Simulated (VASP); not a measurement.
InP:

```
In P
1.0
     0.00000    2.91083    2.91083
     2.91083    0.00000    2.91083
     2.91083    2.91083    0.00000
In P
1 1
Direct
  0.00000 0.00000 0.00000
  0.75000 0.75000 0.75000
```

Base run:

- Program: VASP 6.6.1
- Functional: b88 exchange, pbe correlation
- Potentials or basis: VASP PAW PBE potentials, release 64 (In_d, P)
- Cutoff: 500 eV
- k mesh: 8 × 8 × 8
- Occupations: fermi-dirac, width 0.05 eV
- Spin: no spin polarisation

Its results: band gap on the k mesh 0.80 eV; pressure 4.7 GPa.

Q: The run is repeated on the same cell with these changes: functional from b88 exchange, pbe correlation to r2SCAN; cutoff from 500 eV to 520 eV. What comes out?

A: Band gap on the k mesh 1.29 eV; pressure 3.2 GPa.

Caveats: the cell stands under pressure; the PAW data sets were made with another functional, which shifts forces and pressure a little; spin-orbit coupling is left out, which moves the levels of the heavy elements.

